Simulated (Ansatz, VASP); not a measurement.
**AlGa3N4: VASP beside Ansatz**

The input POSCAR:

```
AlGa3N4
1.0
    5.1389202027      0.0000000000      0.0000171871
    0.0000000000      3.1634143065      0.0000000000
   -0.0036943801      0.0000000000      5.4769945785
Al Ga N
1 3 4
Direct
    0.0005828856      0.5000000000      0.6672982355
    0.4991712867      0.5000000000      0.3350606990
    0.4992511921      0.0000000000      0.8314570702
    0.9998609978      0.0000000000      0.1661913850
    0.1194130437      0.5000000000      0.3406010341
    0.1173310430      0.0000000000      0.8259310374
    0.6202395493      0.0000000000      0.1661937142
    0.6317500118      0.5000000000      0.6672678245
```

INCAR.step1

```
SYSTEM = AlGa3N4
ALGO = Normal
EDIFF = 1E-4
ENCUT = 520
GGA = PE
ISMEAR = 0
LASPH = .TRUE.
LCHARG = .FALSE.
LREAL = .FALSE.
LWAVE = .TRUE.
NBANDS = 41
NELM = 60
PREC = Accurate
SIGMA = 0.05
```

Contents of INCAR.step2:

```
SYSTEM = AlGa3N4
ALGO = Normal
EDIFF = 1E-7
ENCUT = 520
ISIF = 2
ISMEAR = 0
ISTART = 1
LASPH = .TRUE.
LCHARG = .TRUE.
LELF = .TRUE.
LMIXTAU = .TRUE.
LREAL = .FALSE.
LVHAR = .TRUE.
LWAVE = .FALSE.
METAGGA = R2SCAN
NBANDS = 41
NELM = 60
PREC = Accurate
SIGMA = 0.05
```

The input KPOINTS:

```
k-points
0
G
  6 8 4
  0 0 0
```

Input for Ansatz:

```yaml
crystal:
  lattice:
    - [5.1389202019, 0.0, 1.71885e-05]
    - [0.0, 3.1634143063, 0.0]
    - [-0.0036943786, 0.0, 5.4769945779]
  atoms:
    - { symbol: Al, position: [0.0005828853, 0.5, 0.6672982354] }
    - { symbol: Ga, position: [0.4991712869, 0.5, 0.3350606988] }
    - { symbol: Ga, position: [0.4992511917, 0.0, 0.8314570704] }
    - { symbol: Ga, position: [0.9998609984, 0.0, 0.1661913851] }
    - { symbol: "N", position: [0.119413044, 0.5, 0.3406010344] }
    - { symbol: "N", position: [0.1173310426, 0.0, 0.8259310373] }
    - { symbol: "N", position: [0.6202395499, 0.0, 0.1661937141] }
    - { symbol: "N", position: [0.6317500112, 0.5, 0.6672678245] }
basis:
  ecutwfc: 500
kpoints:
  mp_grid: { grid: [6, 8, 4] }
hamiltonian:
  xc: r2scan
scf:
  occupations: { method: gaussian, width: 0.05 }
output:
  forces: true
  stress: true
  eigenvalues: true
```

Alike in both runs: task single point; functional r2SCAN; k mesh 6 × 8 × 4; occupations gaussian, width 0.05 eV; no spin polarisation.

|  | VASP | Ansatz |
| --- | --- | --- |
| version | VASP 6.6.1 | Ansatz 0.2.0 |
| potentials or method | VASP PAW PBE potentials, release 64 (Al, Ga_d, N), cutoff 520 eV | scalar-relativistic, plane waves, PAW |
| valence electrons in the cell | 62 | 62 |

```csv
,VASP,Ansatz,Ansatz less VASP
gap on the k mesh at the Fermi level (eV),2.88,2.89,+0.002
least direct gap on the mesh (eV),2.88,2.89,+0.002
pressure (GPa),0.7,0.0,-0.74
"traceless stress, the component that is largest in VASP (GPa)",-0.07,0.00,+0.073
rms of the force components (eV/Å),0.030,0.001,-0.0290
```

VASP's potentials were made for PBE, not for r2SCAN. Atom by atom the forces differ by 0.030 eV/Å (rms over components).
